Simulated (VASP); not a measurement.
P3O2: relaxation of cell and atoms with PBE

P3O2:

```
P O
1.0
     3.64601    0.00000    0.00000
    -1.82301    3.15754    0.00000
     0.00000    0.00000    5.67260
P O
3 2
Direct
  0.00000 0.00000 0.00000
  0.33333 0.66667 0.64500
  0.66667 0.33333 0.35500
  0.33333 0.66667 0.24500
  0.66667 0.33333 0.75500
```

```
Program                : VASP 6.6.1
Task                   : relaxation of cell and atoms
Functional             : PBE
Potentials or basis    : VASP PAW PBE potentials, release 64 (P, O_h)
Cutoff                 : 1340 eV
k mesh                 : 6 × 6 × 4
Occupations            : gaussian, width 0.1 eV
Spin                   : no spin polarisation
Dipole correction      : no
Further INCAR settings : ALGO = Normal; EDIFF = 1e-07; IBRION = 2; EDIFFG = -0.04; NSW = 90; ISIF = 3
```

The relaxed volume is 13.94 Å³/atom, the relaxed cell is a = 3.070 Å, b = 3.070 Å, c = 8.538 Å, α = 90.00°, β = 90.00°, γ = 120.00° and the space group after relaxing (to 0.1 Å) is P-3m1 (No. 164). The energy gained by relaxing is 1343.0 meV/atom, the ionic steps are 35 and the pressure after relaxing is 0.1 GPa. The largest force after relaxing is 0.020 eV/Å. The band gap on the k mesh is zero (an odd number of electrons rules out a gap without spin polarisation).

Forces on the atoms (eV/Å):
```
P    0.000  0.000  0.000
P    0.000  0.000 -0.020
P    0.000  0.000  0.020
O    0.000  0.000 -0.020
O    0.000  0.000  0.020
```

Stress tensor (GPa, compression positive):
```
0.06 0.00 0.00
0.00 0.06 0.00
0.00 0.00 0.31
```

The path:
| step | energy change (eV) | largest force (eV/Å) | pressure (GPa) | volume (Å³) |
| --- | --- | --- | --- | --- |
| 1 | 0.0000 | 1.6235 | 5.14 | 65.31 |
| 2 | -0.3333 | 1.7198 | -3.37 | 69.34 |
| 3 | -0.4345 | 1.4951 | -8.55 | 72.68 |
| 4 | -0.6248 | 1.4547 | -9.45 | 72.61 |
| 5 | -1.0696 | 0.7484 | -10.54 | 72.39 |
| 6 | -1.0731 | 0.9199 | -7.89 | 71.87 |
| 7 | -1.2255 | 0.4199 | -10.00 | 72.14 |
| 8 | -1.4816 | 0.8627 | -4.56 | 67.60 |
| 9 | -1.5400 | 1.1793 | 0.01 | 64.81 |
| 10 | -1.5407 | 1.2222 | 0.65 | 64.46 |
| 11 | -1.6311 | 1.4735 | 0.78 | 63.94 |
| 12 | -2.0506 | 2.6355 | 1.36 | 62.38 |
| 13 | -3.4270 | 3.5906 | 4.95 | 59.27 |
| 14 | -2.5946 | 5.2191 | 44.78 | 53.10 |
| 15 | -4.2102 | 1.8542 | 13.31 | 57.17 |
| 16 | -4.2348 | 1.9692 | 19.47 | 56.13 |
| 17 | -4.2627 | 1.9341 | 16.73 | 56.56 |
| 18 | -4.2905 | 1.9302 | 17.11 | 56.58 |
| 19 | -4.3277 | 1.9107 | 18.44 | 56.64 |
| 20 | -4.3846 | 1.8831 | 17.41 | 56.95 |
| 21 | -4.5436 | 1.8039 | 14.47 | 57.89 |
| 22 | -4.8116 | 1.6582 | 9.18 | 59.78 |
| 23 | -5.1698 | 1.4399 | 0.76 | 63.67 |
| 24 | -5.3766 | 1.3255 | -9.65 | 71.80 |
| 25 | -5.6855 | 1.3647 | -9.13 | 71.74 |
| 26 | -6.3832 | 1.1757 | -6.37 | 71.09 |
| 27 | -6.1246 | 1.2864 | 7.23 | 67.94 |
| 28 | -6.6418 | 0.7538 | -3.61 | 70.45 |
| 29 | -6.6185 | 0.5745 | 1.49 | 69.27 |
| 30 | -6.6990 | 0.3304 | -1.39 | 70.00 |
| 31 | -6.7096 | 0.1872 | 0.44 | 69.25 |
| 32 | -6.7096 | 0.1778 | 0.56 | 69.21 |
| 33 | -6.7128 | 0.1162 | 0.36 | 69.37 |
| 34 | -6.7147 | 0.0814 | 0.06 | 69.63 |
| 35 | -6.7152 | 0.0202 | 0.14 | 69.71 |

Final structure:
```
CELL_PARAMETERS angstrom
3.07048 0.00000 0.00000
-1.53524 2.65912 0.00000
0.00000 0.00000 8.53826
ATOMIC_POSITIONS crystal
P 0.00000 0.00000 0.00000
P 0.33333 0.66667 0.57593
P 0.66667 0.33333 0.42407
O 0.33333 0.66667 0.10131
O 0.66667 0.33333 0.89869
```

Levels at points of the mesh, in eV from the Fermi level:
| k point | band 11 | band 12 | band 13 | band 14 | band 15 | band 16 | band 17 |
| --- | --- | --- | --- | --- | --- | --- | --- |
| (0.00, 0.00, 0.00) | -3.20 | -0.73 | 0.01 | 0.01 | 0.65 | 3.88 | 3.88 |
| (0.50, 0.00, 0.00) | -3.41 | -2.68 | -2.59 | -0.15 | 1.55 | 1.83 | 3.33 |
| (0.00, 0.00, 0.50) | -2.32 | -0.95 | 0.00 | 0.00 | 0.68 | 3.94 | 4.01 |
| (0.50, 0.00, 0.50) | -3.77 | -2.70 | -2.68 | -0.04 | 1.54 | 2.54 | 2.62 |

It took 53 min on 1 thread of Intel(R) Xeon(R) Platinum 8488C (Sapphire Rapids), on a shared host, peak memory 0.49 GiB.

Caveat: a cell axis changed by over 15 % at a fixed basis, so the end point is rough; an odd number of electrons without spin polarisation forces a metal; a magnetic or distorted state may lie lower.
